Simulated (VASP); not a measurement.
The system is BN.

```
B N
1.0
     2.50804    0.00000    0.00000
    -1.24671    2.17623    0.00000
    -0.63067   -1.08812    3.02254
B N
1 1
Direct
  0.97964 0.98350 0.00181
  0.66851 0.33238 0.98500
```

Base run:

| Property | Result |
| --- | --- |
| Program | VASP 6.6.1 |
| Functional | PBE |
| Potentials or basis | VASP PAW PBE potentials, release 64 (B, N) |
| Cutoff | 520 eV |
| k mesh | 8 × 8 × 8 |
| Occupations | gaussian, width 0.1 eV |
| Spin | no spin polarisation |

Its results: band gap on the k mesh 2.78 eV, indirect (least direct gap 4.51 eV); pressure 5.0 GPa; largest force 2.723 eV/Å.

Task: After a change of settings the same cell gave: band gap on the k mesh 3.51 eV, indirect (least direct gap 4.81 eV); pressure 4.9 GPa; largest force 2.733 eV/Å. Which change was it?
A. cutoff from 520 eV to 600 eV; k mesh from 8 × 8 × 8 to 2 × 2 × 6, shifted; occupations from gaussian, width 0.1 eV to tetrahedron
B. functional from PBE to RPBE; cutoff from 520 eV to 600 eV; k mesh from 8 × 8 × 8 to 4 × 4 × 4
C. cutoff from 520 eV to 600 eV; k mesh from 8 × 8 × 8 to 5 × 5 × 4

Result: C.

Caveats: some runs use coarse meshes; forces of over 1 eV/Å act on the atoms, so gaps and moduli don't describe the material at rest.
